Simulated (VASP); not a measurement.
# Ta (Im-3m) in VASP: a series of runs

Ta is run at these levels: PBEsol; tasks: single point, relaxation of cell and atoms.

Program: VASP 6.6.1. These are calculated values, not measurements. Logs are shortened: lines on timing, memory, paths and dates and some standing lists are left out, and cuts for length are marked.

### Step 1. The cell of the first run

The structure is cubic, space group Im-3m (No. 229). The conventional cell has a = 3.276 Å, b = 3.276 Å, c = 3.276 Å, α = 90.00°, β = 90.00°, γ = 90.00°. Ta (site symmetry m-3m) has 14 Ta at 2.84 to 3.28 Å within 3.7 Å.

### Step 2. Single point, PBEsol

Input file INCAR:

```
PREC = Accurate
ENCUT = 500
EDIFF = 1E-6
ISMEAR = 1
SIGMA = 0.05
LREAL = F
LASPH = T
NELM = 120
ALGO = Normal
ISIF = 2
LWAVE = F
LCHARG = F
GGA = PS
NBANDS = 12
GGA_COMPAT = F
```

Input file KPOINTS:

```
regular mesh
0
Gamma
  9 9 9
```

Input file POSCAR:

```
Ta
1.0
   -1.6380457622      1.6380457622      1.6380457622
    1.6380457622     -1.6380457622      1.6380457622
    1.6380457622      1.6380457622     -1.6380457622
Ta
1
Direct
    0.0000000000      0.0000000000      0.0000000000
```

Potentials or basis: VASP PAW PBE potentials, release 64 (Ta_pv).

The run is started by

```sh
$ cat potpaw_PBE.64/Ta_pv/POTCAR > POTCAR
$ mpirun -np 1 vasp_std > vasp.out
```

OUTCAR:

```text
PREC = Accurate
   ENCUT = 500
   EDIFF = 1E-6
   ISMEAR = 1
   LREAL = F
   LASPH = T
   NELM = 120
   ISIF = 2
   GGA = PS

 ion  position               nearest neighbor table
   1  0.000  0.000  0.000-

  LATTYP: Found a body centered cubic cell.
 ALAT       =     3.2760915244

  Lattice vectors:

 A1 = (  -1.6380457622,   1.6380457622,   1.6380457622)
 A2 = (   1.6380457622,  -1.6380457622,   1.6380457622)
 A3 = (   1.6380457622,   1.6380457622,  -1.6380457622)

Analysis of symmetry for initial positions (statically):
=====================================================================
 Subroutine PRICEL returns:
 Original cell was already a primitive cell.

 Routine SETGRP: Setting up the symmetry group for a
 body centered cubic supercell.

 Subroutine GETGRP returns: Found 48 space group operations
 (whereof 48 operations were pure point group operations)
 out of a pool of 48 trial point group operations.

The static configuration has the point symmetry O_h .

Analysis of symmetry for dynamics (positions and initial velocities):
=====================================================================
 Subroutine PRICEL returns:
 Original cell was already a primitive cell.

 Routine SETGRP: Setting up the symmetry group for a
 body centered cubic supercell.

 Subroutine GETGRP returns: Found 48 space group operations
 (whereof 48 operations were pure point group operations)
 out of a pool of 48 trial point group operations.

The dynamic configuration has the point symmetry O_h .

 Subroutine INISYM returns: Found 48 space group operations
 (whereof 48 operations are pure point group operations),
 and found     1 'primitive' translations

----------------------------------------------------------------------------------------

                                     Primitive cell

  volume of cell :      17.5808

  direct lattice vectors                    reciprocal lattice vectors
    -1.638045762  1.638045762  1.638045762     0.000000000  0.305241777  0.305241777
     1.638045762 -1.638045762  1.638045762     0.305241777  0.000000000  0.305241777
     1.638045762  1.638045762 -1.638045762     0.305241777  0.305241777  0.000000000

  length of vectors
     2.837178485  2.837178485  2.837178485     0.431677061  0.431677061  0.431677061

  position of ions in fractional coordinates (direct lattice)
     0.000000000  0.000000000  0.000000000

  ion indices of the primitive-cell ions
   primitive index   ion index
                 1           1

----------------------------------------------------------------------------------------

 KPOINTS: regular mesh

Automatic generation of k-mesh.
 Grid dimensions read from file:
 generate k-points for:    9    9    9

 Generating k-lattice:

  Cartesian coordinates                     Fractional coordinates (reciprocal lattice)
     0.000000000  0.033915753  0.033915753     0.111111111  0.000000000  0.000000000
     0.033915753  0.000000000  0.033915753     0.000000000  0.111111111  0.000000000
     0.033915753  0.033915753  0.000000000     0.000000000  0.000000000  0.111111111

  Length of vectors
     0.047964118  0.047964118  0.047964118

  Shift w.r.t. Gamma in fractional coordinates (k-lattice)
     0.000000000  0.000000000  0.000000000

 Subroutine IBZKPT returns following result:
 ===========================================

 Found     35 irreducible k-points:

 Following reciprocal coordinates:
            Coordinates               Weight
  0.000000  0.000000  0.000000      1.000000
  0.111111  0.000000  0.000000     12.000000
  0.222222  0.000000  0.000000     12.000000
  0.333333  0.000000  0.000000     12.000000
  0.444444  0.000000  0.000000     12.000000
  0.111111  0.111111  0.000000     24.000000
[... 16 lines left out ...]
 -0.333333  0.444444  0.111111     48.000000
 -0.444444 -0.444444  0.111111     24.000000
 [... further k-points ...]
   k-points           NKPTS =     35   k-points in BZ     NKDIM =     35   number of bands    NBANDS=     12
   number of dos      NEDOS =    301   number of ions     NIONS =      1
   total plane-waves  NPLWV =  13824
   dimension x,y,z NGX =    24 NGY =   24 NGZ =   24
   dimension x,y,z NGXF=    48 NGYF=   48 NGZF=   48
   ions per type =               1
   NGX,Y,Z   is equivalent  to a cutoff of  14.06, 14.06, 14.06 a.u.
   NGXF,Y,Z  is equivalent  to a cutoff of  28.13, 28.13, 28.13 a.u.
 SYSTEM =  unknown system
   PREC   = accura    normal or accurate (medium, high low for compatibility)
   ISTART =      0    job   : 0-new  1-cont  2-samecut
   ICHARG =      2    charge: 1-file 2-atom 10-const
   ISPIN  =      1    spin polarized calculation?
   LNONCOLLINEAR =      F non collinear calculations
   LSORBIT =      F    spin-orbit coupling
   LASPH  =      T    aspherical Exc in radial PAW
   ENCUT  =  500.0 eV  36.75 Ry    6.06 a.u.   5.17  5.17  5.17*2*pi/ulx,y,z
   NELM   =    120;   NELMIN=  2; NELMDL= -5     # of ELM steps
   EDIFF  = 0.1E-05   stopping-criterion for ELM
   LREAL  =      F    real-space projection
   EDIFFG = 0.1E-04   stopping-criterion for IOM
   NSW    =      0    number of steps for IOM
   IBRION =     -1    ionic relax: 0-MD 1-quasi-New 2-CG
   NFREE  =      0    steps in history (QN), initial steepest desc. (CG)
   ISIF   =      2    stress and relaxation
   ISYM   =      2    0-nonsym 1-usesym 2-fastsym
   POTIM  = 0.5000    time-step for ionic-motion
   TEBEG  =    0.0;   TEEND  =   0.0 temperature during run
   PSTRESS=    0.0 pullay stress
   NELECT =      11.0000    total number of electrons
   NUPDOWN=      -1.0000    fix difference up-down
   EMIN   =  10.00;   EMAX   =-10.00  energy-range for DOS
   EFERMI =   0.00;   METHOD = LEGACY
   ISMEAR =     1;   SIGMA  =   0.05  broadening in eV -4-tet -1-fermi 0-gaus
   EFERMI_NEDOS =   21; number of points for ismear=-14 and -15
   IALGO  =     38    algorithm
   IMIX   =      4    mixing-type and parameters
     AMIX     =   0.40;   BMIX     =  1.00
     AMIX_MAG =   1.60;   BMIX_MAG =  1.00
  volume/ion in A,a.u.               =      17.58       118.64
  Fermi-wavevector in a.u.,A,eV,Ry     =   1.400210  2.646012 26.675402  1.960587
  Thomas-Fermi vector in A             =   2.523193
   LORBIT       =      0    0 simple, 1 ext, 2 COOP (PROOUT), +10 PAW based schemes
   GGA     = PS    functional components
   LHFCALC =     F    Hartree Fock is set to
   AEXX    =    0.0000 exact exchange contribution
   IVDW    =     0    specifies the selected vdW correction
   LEPSILON=     F    determine dielectric tensor
   LRPA    =     F    only Hartree local field effects (RPA)
 non-spin polarized calculation
 Methfessel and Paxton  Order N= 1 SIGMA  =   0.05
  energy-cutoff  :      500.00
  volume of cell :       17.58
 maximum number of plane-waves:       454
 NGX is ok and might be reduce to    24
   NGX = 11   NGY = 11   NGZ = 11

 number of electron      11.0000002 magnetization

 Free energy of the ion-electron system (eV)
  ---------------------------------------------------
  ext. energy  EPLUGINS =         0.00000000
  ---------------------------------------------------
  free energy    TOTEN  =       -12.53012575 eV

  energy without entropy =      -12.53005698  energy(sigma->0) =      -12.53010283

 E-fermi :   5.6003     XC(G=0): -12.8482

 val. band max:        5.5954549123   @ k =  -0.2222   0.2222   0.1111
 cond. band min:       5.6082361062   @ k =  -0.2222   0.2222   0.1111
 fundamental gap:      0.0127811939
 Fermi energy:         5.6003317185

 k-point     1 :       0.0000    0.0000    0.0000
  band No.  band energies     occupation
      1     -27.3808      2.00000
      2     -27.3808      2.00000
      3     -27.3808      2.00000
      4      -2.5066      2.00000
      5       6.2527     -0.00000
      6       6.2527     -0.00000
      7       6.2527     -0.00000
      8       9.6063      0.00000
      9       9.6063      0.00000
     10      20.6680      0.00000
     11      20.6680      0.00000
     12      20.6680      0.00000

 k-point     2 :       0.1111    0.0000    0.0000
  band No.  band energies     occupation
      1     -27.5437      2.00000
      2     -27.4307      2.00000
      3     -27.3818      2.00000
      4      -1.9492      2.00000
      5       5.9000     -0.00000
      6       6.1153     -0.00000
      7       6.8089      0.00000
      8       9.1251      0.00000
      9       9.6137      0.00000
     10      20.3075      0.00000
     11      21.1328      0.00000
     12      21.6425      0.00000

 k-point     3 :       0.2222    0.0000    0.0000
  band No.  band energies     occupation
      1     -27.9389      2.00000
      2     -27.5549      2.00000
      3     -27.3844      2.00000
      4      -0.5463      2.00000
      5       5.1244      2.00000
      6       5.5431      2.06870
      7       8.4069      0.00000
      8       8.9257      0.00000
      9       9.7343      0.00000
     10      20.3035      0.00000
     11      21.2614      0.00000
     12      23.1625      0.00000

 k-point     4 :       0.3333    0.0000    0.0000
  band No.  band energies     occupation
      1     -28.3622      2.00000
      2     -27.6928      2.00000
      3     -27.3876      2.00000
      4       0.7323      2.00000
      5       4.3841      2.00000
      6       5.5499      2.05213
      7       9.3834      0.00000
      8      10.0815      0.00000
      9      10.7890      0.00000
     10      19.4145      0.00000
     11      20.1682      0.00000
     12      20.5525      0.00000

 k-point     5 :       0.4444    0.0000    0.0000
  band No.  band energies     occupation
      1     -28.6254      2.00000
      2     -27.7809      2.00000
      3     -27.3896      2.00000
      4       1.0209      2.00000
      5       3.9580      2.00000
      6       6.8804      0.00000
      7       9.5662      0.00000
      8      10.4906      0.00000
      9      13.1426      0.00000
     10      17.8226      0.00000
     11      17.9920      0.00000
     12      20.3308      0.00000
[... 228 lines left out ...]
      1     -28.1959      2.00000
      2     -27.7620      2.00000
      3     -27.5788      2.00000
      4       1.3232      2.00000
      5       4.6270      2.00000
      6       5.6566     -0.06748
      7       7.4513      0.00000
      8       9.7964      0.00000
      9      10.8517      0.00000
     10      19.7854      0.00000
     11      20.3427      0.00000
     12      23.9847      0.00000

 k-point    22 :      -0.4444    0.4444    0.1111
  band No.  band energies     occupation
      1     -28.5828      2.00000
      2     -27.8387      2.00000
      3     -27.5001      2.00000
      4       1.5150      2.00000
      5       4.5216      2.00000
      6       5.7107     -0.00772
      7       8.4643      0.00000
      8      11.5161      0.00000
      9      12.9992      0.00000
     10      17.7964      0.00000
     11      19.7960      0.00000
     12      20.3317      0.00000

 k-point    23 :      -0.3333    0.4444    0.1111
  band No.  band energies     occupation
      1     -28.4362      2.00000
      2     -27.9244      2.00000
      3     -27.5876      2.00000
      4       2.2154      2.00000
      5       4.1993      2.00000
      6       5.3451      2.00000
      7       8.1929      0.00000
      8      10.6177      0.00000
      9      12.8358      0.00000
     10      18.3093      0.00000
     11      20.3240      0.00000
     12      21.8933      0.00000

 k-point    24 :      -0.4444   -0.4444    0.1111
  band No.  band energies     occupation
      1     -28.5302      2.00000
      2     -27.9901      2.00000
      3     -27.5868      2.00000
      4       2.2527      2.00000
      5       4.7256      2.00000
      6       4.8910      2.00000
      7       8.1924      0.00000
      8      11.6261      0.00000
      9      14.6712      0.00000
     10      16.5700      0.00000
     11      20.3185      0.00000
     12      20.4534      0.00000

 [... further k-points ...]

------------------------ aborting loop because EDIFF is reached ----------------------------------------

  FORCE on cell =-STRESS in cart. coord.  units (eV):
  Direction    XX          YY          ZZ          XY          YZ          ZX
  --------------------------------------------------------------------------------------
  -------------------------------------------------------------------------------------
  Total       -0.0064784     -0.0064784     -0.0064784      0.0000000      0.0000000     -0.0000000
  in kB       -0.5903948     -0.5903948     -0.5903948      0.0000000      0.0000000     -0.0000000
  external PRESSURE =      -0.5903948 kB  Pullay stress =       0.0000000 kB

 VOLUME and BASIS-vectors are now :
 -----------------------------------------------------------------------------
  energy-cutoff  :      500.00
  volume of cell :       17.58
      direct lattice vectors                 reciprocal lattice vectors
    -1.638045762  1.638045762  1.638045762     0.000000000  0.305241777  0.305241777
     1.638045762 -1.638045762  1.638045762     0.305241777  0.000000000  0.305241777
     1.638045762  1.638045762 -1.638045762     0.305241777  0.305241777  0.000000000

 POSITION                                       TOTAL-FORCE (eV/Angst)
 -----------------------------------------------------------------------------------
      0.00000      0.00000      0.00000         0.000000     -0.000000      0.000000
 -----------------------------------------------------------------------------------
    total drift:                               -0.000000      0.000000     -0.000000

  FREE ENERGIE OF THE ION-ELECTRON SYSTEM (eV)
  ---------------------------------------------------
  free  energy   TOTEN  =       -12.5301257505 eV

  energy  without entropy=      -12.5300569779  energy(sigma->0) =      -12.53010283
```

Wall time 5.9 s (1 thread of AMD EPYC 7R13 (Zen 3), shared host); peak memory 0.11 GiB.

What came out:

```yaml
Free_energy: -12.5301 eV
Pressure: -0.1 GPa
Band_gap_on_the_k_mesh: zero (an odd number of electrons rules out a gap without spin polarisation)
```

Levels at points of the mesh, in eV from the Fermi level:
```csv
k point,band 3,band 4,band 5,band 6,band 7,band 8
"(0.00, 0.00, 0.00)",-32.98,-8.11,0.65,0.65,0.65,4.01
```

Caveat: the PAW data sets were made with another functional, which shifts forces and pressure a little; spin-orbit coupling is left out, which moves the levels of the heavy elements.

### Step 3. Relaxation of cell and atoms, PBEsol

This run uses another cell than the first one, of 17.97 Å³/atom.

Input file INCAR:

```
ALGO = Normal ; EDIFF = 1E-7
EDIFFG = -0.01 ; ENCUT = 500
GGA = PS ; GGA_COMPAT = False
IBRION = 2 ; ISIF = 3
ISMEAR = 1 ; LASPH = True
LCHARG = False ; LREAL = False
LWAVE = False ; NELM = 120
NELMIN = 4 ; NSW = 80
PREC = Accurate ; SIGMA = 0.05
```

Input file KPOINTS:

```
k-points
0
Gamma
  9 9 9
```

Input file POSCAR:

```
Ta
1.0
   -1.6500000000      1.6500000000      1.6500000000
    1.6500000000     -1.6500000000      1.6500000000
    1.6500000000      1.6500000000     -1.6500000000
Ta
1
Direct
    0.0000000000      0.0000000000      0.0000000000
```

Potentials or basis: VASP PAW PBE potentials, release 64 (Ta_pv).

The run is started by

```sh
$ cat potpaw_PBE.64/Ta_pv/POTCAR > POTCAR
$ mpirun -np 1 vasp_std > vasp.out
```

It took 15 s on 1 thread of AMD EPYC 7R13 (Zen 3), shared host; peak memory 0.11 GiB.

Results (log left out):

| Item | Value |
| --- | --- |
| Free energy | -12.5303 eV |
| Relaxed volume | 17.58 Å³/atom |
| Relaxed cell | a = 2.837 Å, b = 2.837 Å, c = 2.837 Å, α = 109.47°, β = 109.47°, γ = 109.47° |
| Space group after relaxing (to 0.1 Å) | Im-3m (No. 229) |
| Energy gained by relaxing | 4.6 meV/atom |
| Ionic steps | 4 |
| Pressure after relaxing | 0.0 GPa |
| Band gap on the k mesh | zero (an odd number of electrons rules out a gap without spin polarisation) |

Step by step:
| step | energy change (eV) | largest force (eV/Å) | pressure (GPa) | volume (Å³) |
| --- | --- | --- | --- | --- |
| 1 | 0.0000 | 0.0000 | -3.62 | 17.97 |
| 2 | 0.0114 | 0.0000 | 8.24 | 16.93 |
| 3 | -0.0046 | 0.0000 | -0.19 | 17.59 |
| 4 | -0.0046 | 0.0000 | -0.02 | 17.58 |

Final structure:
```xyz
1
Lattice="-1.6379 1.6379 1.6379 1.6379 -1.6379 1.6379 1.6379 1.6379 -1.6379" Properties=species:S:1:pos:R:3 pbc="T T T"
Ta    1.6379    1.6379    1.6379
```

Levels at points of the mesh, in eV from the Fermi level:
```csv
k point,band 1,band 2,band 3,band 4,band 5,band 6,band 7,band 8,band 9
"(0.00, 0.00, 0.00)",-32.98,-32.98,-32.98,-8.11,0.65,0.65,0.65,4.01,4.01
```

Caveat: the PAW data sets were made with another functional, which shifts forces and pressure a little; spin-orbit coupling is left out, which moves the levels of the heavy elements.
